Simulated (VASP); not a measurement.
# ZrS (R-3m) in VASP: a series of runs

Runs on ZrS. Level: PBEsol. Tasks: single point.

All numbers are computed with VASP 6.6.1; they aren't measurements. Logs are shortened: lines on timing, memory, paths and dates and some standing lists are left out, and cuts for length are marked.

### 1 The cell of the first run

Symmetry: R-3m, No. 166, trigonal system. The conventional cell has a = 3.499 Å, b = 3.499 Å, c = 10.280 Å, α = 90.00°, β = 90.00°, γ = 120.00°. Within 3.5 Å of Zr (site symmetry -3m) lie 6 S at 2.65 Å and 6 Zr at 3.50 Å. Within 3.5 Å of S (site symmetry -3m) lie 6 Zr at 2.65 Å and 6 S at 3.50 Å.

### 2 Single point, PBEsol

File INCAR:

```
ALGO = Normal ; EDIFF = 1E-6
ENCUT = 520 ; GGA = PS
ISIF = 2 ; ISMEAR = 0
LASPH = True ; LCHARG = False
LREAL = False ; LWAVE = False
NBANDS = 16 ; NELM = 100
PREC = Accurate ; SIGMA = 0.15
```

File KPOINTS:

```
k-points
0
Gamma
  16 16 16
```

File POSCAR:

```
ZrS
1.0
    0.3291827318      2.8030008565      2.8030008565
    2.8030008565      0.3291827318      2.8030008565
    2.8030008565      2.8030008565      0.3291827318
Zr S
1 1
Direct
    0.0000000000      0.0000000000      0.0000000000
    0.5000000000      0.5000000000      0.5000000000
```

Potentials or basis: VASP PAW PBE potentials, release 64 (Zr_sv, S).

On the command line:

```console
$ cat potpaw_PBE.64/Zr_sv/POTCAR potpaw_PBE.64/S/POTCAR > POTCAR
$ mpirun -np 1 vasp_std > vasp.out
```

OUTCAR:

```text
EDIFF = 1E-6
   ENCUT = 520
   GGA = PS
   ISIF = 2
   ISMEAR = 0
   LASPH = True
   LREAL = False
   NELM = 100
   PREC = Accurate

 ion  position               nearest neighbor table
   1  0.000  0.000  0.000-   2 2.65   2 2.65   2 2.65   2 2.65   2 2.65   2 2.65
   2  0.500  0.500  0.500-   1 2.65   1 2.65   1 2.65   1 2.65   1 2.65   1 2.65

  LATTYP: Found a trigonal (rhomboedric) cell.
 ALAT       =     3.9776863720
 COS(alpha) =     0.6132106929

  Lattice vectors:

 A1 = (   0.3291827318,   2.8030008565,   2.8030008565)
 A2 = (   2.8030008565,   0.3291827318,   2.8030008565)
 A3 = (   2.8030008565,   2.8030008565,   0.3291827318)

Analysis of symmetry for initial positions (statically):
=====================================================================
 Subroutine PRICEL returns:
 Original cell was already a primitive cell.

 Routine SETGRP: Setting up the symmetry group for a
 trigonal (rhombohedral) supercell.

 Subroutine GETGRP returns: Found 12 space group operations
 (whereof 12 operations were pure point group operations)
 out of a pool of 12 trial point group operations.

The static configuration has the point symmetry D_3d.

Analysis of symmetry for dynamics (positions and initial velocities):
=====================================================================
 Subroutine PRICEL returns:
 Original cell was already a primitive cell.

 Routine SETGRP: Setting up the symmetry group for a
 trigonal (rhombohedral) supercell.

 Subroutine GETGRP returns: Found 12 space group operations
 (whereof 12 operations were pure point group operations)
 out of a pool of 12 trial point group operations.

The dynamic configuration has the point symmetry D_3d.

 Subroutine INISYM returns: Found 12 space group operations
 (whereof 12 operations are pure point group operations),
 and found     1 'primitive' translations

----------------------------------------------------------------------------------------

                                     Primitive cell

  volume of cell :      36.3220

  direct lattice vectors                    reciprocal lattice vectors
     0.329182732  2.803000857  2.803000857    -0.213326704  0.190906732  0.190906732
     2.803000857  0.329182732  2.803000857     0.190906732 -0.213326704  0.190906732
     2.803000857  2.803000857  0.329182732     0.190906732  0.190906732 -0.213326704

  length of vectors
     3.977686372  3.977686372  3.977686372     0.344091620  0.344091620  0.344091620

  position of ions in fractional coordinates (direct lattice)
     0.000000000  0.000000000  0.000000000
     0.500000000  0.500000000  0.500000000

  ion indices of the primitive-cell ions
   primitive index   ion index
                 1           1
                 2           2

----------------------------------------------------------------------------------------

 KPOINTS: k-points

Automatic generation of k-mesh.
 Grid dimensions read from file:
 generate k-points for:   16   16   16

 Generating k-lattice:

  Cartesian coordinates                     Fractional coordinates (reciprocal lattice)
    -0.013332919  0.011931671  0.011931671     0.062500000  0.000000000  0.000000000
     0.011931671 -0.013332919  0.011931671     0.000000000  0.062500000  0.000000000
     0.011931671  0.011931671 -0.013332919     0.000000000  0.000000000  0.062500000

  Length of vectors
     0.021505726  0.021505726  0.021505726

  Shift w.r.t. Gamma in fractional coordinates (k-lattice)
     0.000000000  0.000000000  0.000000000

 Subroutine IBZKPT returns following result:
 ===========================================

 Found    417 irreducible k-points:

 Following reciprocal coordinates:
            Coordinates               Weight
  0.000000  0.000000  0.000000      1.000000
  0.062500  0.000000  0.000000      6.000000
  0.125000  0.000000  0.000000      6.000000
  0.187500  0.000000  0.000000      6.000000
  0.250000  0.000000  0.000000      6.000000
  0.312500  0.000000  0.000000      6.000000
[... 16 lines left out ...]
 -0.125000  0.062500  0.000000     12.000000
 -0.062500  0.062500  0.000000      6.000000
 [... further k-points ...]
   k-points           NKPTS =    417   k-points in BZ     NKDIM =    417   number of bands    NBANDS=     16
   number of dos      NEDOS =    301   number of ions     NIONS =      2
   total plane-waves  NPLWV =  27000
   dimension x,y,z NGX =    30 NGY =   30 NGZ =   30
   dimension x,y,z NGXF=    60 NGYF=   60 NGZF=   60
   ions per type =               1   1
   NGX,Y,Z   is equivalent  to a cutoff of  12.54, 12.54, 12.54 a.u.
   NGXF,Y,Z  is equivalent  to a cutoff of  25.08, 25.08, 25.08 a.u.
 SYSTEM =  unknown system
   PREC   = accura    normal or accurate (medium, high low for compatibility)
   ISTART =      0    job   : 0-new  1-cont  2-samecut
   ICHARG =      2    charge: 1-file 2-atom 10-const
   ISPIN  =      1    spin polarized calculation?
   LNONCOLLINEAR =      F non collinear calculations
   LSORBIT =      F    spin-orbit coupling
   LASPH  =      T    aspherical Exc in radial PAW
   ENCUT  =  520.0 eV  38.22 Ry    6.18 a.u.   7.40  7.40  7.40*2*pi/ulx,y,z
   NELM   =    100;   NELMIN=  2; NELMDL= -5     # of ELM steps
   EDIFF  = 0.1E-05   stopping-criterion for ELM
   LREAL  =      F    real-space projection
   EDIFFG = 0.1E-04   stopping-criterion for IOM
   NSW    =      0    number of steps for IOM
   IBRION =     -1    ionic relax: 0-MD 1-quasi-New 2-CG
   NFREE  =      0    steps in history (QN), initial steepest desc. (CG)
   ISIF   =      2    stress and relaxation
   ISYM   =      2    0-nonsym 1-usesym 2-fastsym
   POTIM  = 0.5000    time-step for ionic-motion
   TEBEG  =    0.0;   TEEND  =   0.0 temperature during run
   PSTRESS=    0.0 pullay stress
   NELECT =      18.0000    total number of electrons
   NUPDOWN=      -1.0000    fix difference up-down
   EMIN   =  10.00;   EMAX   =-10.00  energy-range for DOS
   EFERMI =   0.00;   METHOD = LEGACY
   ISMEAR =     0;   SIGMA  =   0.15  broadening in eV -4-tet -1-fermi 0-gaus
   EFERMI_NEDOS =   21; number of points for ismear=-14 and -15
   IALGO  =     38    algorithm
   IMIX   =      4    mixing-type and parameters
     AMIX     =   0.40;   BMIX     =  1.00
     AMIX_MAG =   1.60;   BMIX_MAG =  1.00
  volume/ion in A,a.u.               =      18.16       122.56
  Fermi-wavevector in a.u.,A,eV,Ry     =   1.295515  2.448168 22.835459  1.678359
  Thomas-Fermi vector in A             =   2.427030
   LORBIT       =      0    0 simple, 1 ext, 2 COOP (PROOUT), +10 PAW based schemes
   GGA     = PS    functional components
   LHFCALC =     F    Hartree Fock is set to
   AEXX    =    0.0000 exact exchange contribution
   IVDW    =     0    specifies the selected vdW correction
   LEPSILON=     F    determine dielectric tensor
   LRPA    =     F    only Hartree local field effects (RPA)
 non-spin polarized calculation
 Gauss-broadening in eV      SIGMA  =   0.15
  energy-cutoff  :      520.00
  volume of cell :       36.32
 maximum number of plane-waves:       996
 NGX is ok and might be reduce to    30
   NGX = 15   NGY = 15   NGZ = 15

 number of electron      17.9999999 magnetization

 Free energy of the ion-electron system (eV)
  ---------------------------------------------------
  ext. energy  EPLUGINS =         0.00000000
  ---------------------------------------------------
  free energy    TOTEN  =       -16.38624945 eV

  energy without entropy =      -16.36869017  energy(sigma->0) =      -16.37746981

 E-fermi :  10.4086     XC(G=0): -11.4540

 val. band max:       10.4055308902   @ k =   0.3750   0.3750   0.3125
 cond. band min:      10.4129841966   @ k =  -0.3125   0.5000   0.3125
 fundamental gap:      0.0074533064
 Fermi energy:        10.4085771748

 k-point     1 :       0.0000    0.0000    0.0000
  band No.  band energies     occupation
      1     -39.3856      2.00000
      2     -17.5217      2.00000
      3     -17.2705      2.00000
      4     -17.2705      2.00000
      5      -5.2378      2.00000
      6       6.3722      2.00000
[... 8 lines left out ...]
     15      17.9262      0.00000
     16      21.8144      0.00000

 k-point     2 :       0.0625    0.0000    0.0000
  band No.  band energies     occupation
      1     -39.3841      2.00000
      2     -17.5216      2.00000
      3     -17.2873      2.00000
      4     -17.2735      2.00000
      5      -5.1845      2.00000
      6       6.1933      2.00000
[... 8 lines left out ...]
     15      18.1336      0.00000
     16      21.6171      0.00000

 k-point     3 :       0.1250    0.0000    0.0000
  band No.  band energies     occupation
      1     -39.3800      2.00000
      2     -17.5216      2.00000
      3     -17.3344      2.00000
      4     -17.2818      2.00000
      5      -5.0298      2.00000
      6       5.7808      2.00000
[... 8 lines left out ...]
     15      18.6375      0.00000
     16      20.7330      0.00000

 k-point     4 :       0.1875    0.0000    0.0000
  band No.  band energies     occupation
      1     -39.3737      2.00000
      2     -17.5236      2.00000
      3     -17.4019      2.00000
      4     -17.2942      2.00000
      5      -4.7888      2.00000
      6       5.3048      2.00000
[... 8 lines left out ...]
     15      18.8576      0.00000
     16      19.9562      0.00000
[... 324 lines left out ...]
 k-point    22 :      -0.1875    0.0625   -0.0000
  band No.  band energies     occupation
      1     -39.3696      2.00000
      2     -17.5179      2.00000
      3     -17.4442      2.00000
      4     -17.3078      2.00000
      5      -4.6500      2.00000
      6       4.9828      2.00000
[... 8 lines left out ...]
     15      18.8662      0.00000
     16      20.1969      0.00000

 k-point    23 :      -0.1250    0.0625    0.0000
  band No.  band energies     occupation
      1     -39.3763      2.00000
      2     -17.5161      2.00000
      3     -17.3744      2.00000
      4     -17.2925      2.00000
      5      -4.9098      2.00000
      6       5.5528      2.00000
[... 8 lines left out ...]
     15      18.9628      0.00000
     16      20.8227      0.00000

 k-point    24 :      -0.0625    0.0625    0.0000
  band No.  band energies     occupation
      1     -39.3815      2.00000
      2     -17.5185      2.00000
      3     -17.3180      2.00000
      4     -17.2804      2.00000
      5      -5.0942      2.00000
      6       5.9704      2.00000
[... 8 lines left out ...]
     15      18.4860      0.00000
     16      21.6257      0.00000

 [... further k-points ...]
[... 5 lines left out ...]
  --------------------------------------------------------------------------------------
  -------------------------------------------------------------------------------------
  Total       -1.3865111     -1.3865111     -1.3865111     -0.3618257     -0.3618257     -0.3618257
  in kB      -61.1595361    -61.1595361    -61.1595361    -15.9602702    -15.9602702    -15.9602702
  external PRESSURE =     -61.1595361 kB  Pullay stress =       0.0000000 kB

 VOLUME and BASIS-vectors are now :
 -----------------------------------------------------------------------------
  energy-cutoff  :      520.00
  volume of cell :       36.32
      direct lattice vectors                 reciprocal lattice vectors
     0.329182732  2.803000857  2.803000857    -0.213326704  0.190906732  0.190906732
     2.803000857  0.329182732  2.803000857     0.190906732 -0.213326704  0.190906732
     2.803000857  2.803000857  0.329182732     0.190906732  0.190906732 -0.213326704

 POSITION                                       TOTAL-FORCE (eV/Angst)
 -----------------------------------------------------------------------------------
      0.00000      0.00000      0.00000         0.000000     -0.000000      0.000000
      2.96759      2.96759      2.96759        -0.000000      0.000000     -0.000000
 -----------------------------------------------------------------------------------
    total drift:                               -0.000000      0.000000      0.000000

  FREE ENERGIE OF THE ION-ELECTRON SYSTEM (eV)
  ---------------------------------------------------
  free  energy   TOTEN  =       -16.3862494525 eV

  energy  without entropy=      -16.3686901746  energy(sigma->0) =      -16.37746981
```

Run time: 2.3 min. Hardware: 1 thread of Intel Xeon Platinum 8559C (Emerald Rapids), shared host; peak memory 0.35 GiB.

What came out:

```
Free energy            : -16.3862 eV
Pressure               : -6.1 GPa
Band gap on the k mesh : zero (band 9 reaches 11.28 eV, above the bottom of band 10 at 9.65 eV)
```

Stress tensor (GPa, compression positive):
```
-6.12 -1.60 -1.60
-1.60 -6.12 -1.60
-1.60 -1.60 -6.12
```

Levels at points of the mesh, in eV from the Fermi level:
```
           k point  band 7  band 8  band 9  band 10  band 11  band 12
(0.00, 0.00, 0.00)   -2.82   -2.82   -2.41    -0.76    -0.76    -0.12
(0.50, 0.00, 0.00)   -6.43   -5.27    0.05     1.92     2.58     3.06
(0.50, 0.50, 0.00)   -4.62   -3.75   -3.27     0.54     1.28     2.78
(0.50, 0.50, 0.50)   -4.75   -4.75    0.88     1.17     1.17     2.84
```

Caveat: the PAW data sets were made with another functional, which shifts forces and pressure a little.

[end of part 1 of 2]
